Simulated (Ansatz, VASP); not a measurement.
CuF: VASP beside Ansatz

The input INCAR:

```
SYSTEM = CuF
PREC = Accurate ; ENCUT = 820
EDIFF = 1E-6 ; ISMEAR = -1
SIGMA = 0.02 ; LREAL = .FALSE.
LASPH = .TRUE. ; NELM = 120
ALGO = Normal ; ISIF = 2
LWAVE = .FALSE. ; LCHARG = .TRUE.
GGA = PE ; LELF = .TRUE.
LVHAR = .TRUE. ; NBANDS = 34
GGA_COMPAT = .FALSE.
```

KPOINTS

```
regular mesh
0
G
  9 9 4
  0 0 0
```

File POSCAR:

```
CuF
1.0
    2.8928583603      0.0000000000      0.0000000000
   -1.4464291801      2.5052888295      0.0000000000
    0.0000000000      0.0000000000      6.8751540157
Cu F
2 2
Direct
    0.3333333333      0.6666666667      0.0460751685
    0.6666666667      0.3333333333      0.5460751685
    0.3333333333      0.6666666667      0.3289248315
    0.6666666667      0.3333333333      0.8289248315
```

Input for Ansatz:

```yaml
crystal:
  lattice:
    - [2.8928583603, 0.0, 0.0]
    - [-1.4464291801, 2.5052888295, 0.0]
    - [0.0, 0.0, 6.8751540157]
  atoms:
    - { symbol: Cu, position: [0.3333333333, 0.6666666667, 0.0460751685] }
    - { symbol: Cu, position: [0.6666666667, 0.3333333333, 0.5460751685] }
    - { symbol: F, position: [0.3333333333, 0.6666666667, 0.3289248315] }
    - { symbol: F, position: [0.6666666667, 0.3333333333, 0.8289248315] }
kpoints:
  mp_grid: { grid: [9, 9, 4] }
hamiltonian:
  xc: pbe
scf:
  occupations: { method: fermi_dirac, width: 0.02 }
  n_extra_bands: 5
output:
  forces: true
  stress: true
  eigenvalues: true
```

Alike in both runs: task single point; functional PBE; k mesh 9 × 9 × 4; occupations fermi-dirac, width 0.02 eV; no spin polarisation.

|  | VASP | Ansatz |
| --- | --- | --- |
| version | VASP 6.6.1 | Ansatz 0.2.0 |
| potentials or method | VASP PAW PBE potentials, release 64 (Cu_sv_GW, F) | plane waves, PAW |
| plane-wave cutoff (eV) | 820 | 420 |
| valence electrons in the cell | 52 | 52 |

```tsv
	VASP	Ansatz	Ansatz less VASP
pressure (GPa)	-3.1	-2.4	+0.63
traceless stress, the component that is largest in VASP (GPa)	-1.66	-1.77	-0.107
rms of the force components (eV/Å)	0.015	0.021	+0.0063
```

Atom by atom the forces differ by 0.006 eV/Å (rms over components). The functional is the same, so the differences come from potentials, cutoffs and numerics.
